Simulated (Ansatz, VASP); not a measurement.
One calculation of Tl, two programs

```
Tl
1.0
     0.00000    3.12443    3.12443
     3.12443    0.00000    3.12443
     3.12443    3.12443    0.00000
Tl
2
Direct
  0.87500 0.87500 0.87500
  0.12500 0.12500 0.12500
```

Change from the starting cell: volume scaled by 0.75, PAW files.

Alike in both runs: task single point; functional PBEsol; k mesh 10 × 10 × 10; occupations fermi-dirac, width 0.1 eV; no spin polarisation.

```csv
,VASP,Ansatz
version,VASP 6.6.1,Ansatz 0.2.0
potentials or method,"VASP PAW PBE potentials, release 64 (Tl_d)","PAW with Ansatz's default frozen-core files, scalar-relativistic"
plane-wave cutoff (eV),520,420
valence electrons in the cell,26,26
```

```tsv
	VASP	Ansatz	Ansatz less VASP
pressure (GPa)	11.8	11.9	+0.05
```

VASP's potentials were made for PBE, not for PBEsol.

Spin-orbit coupling is off throughout.
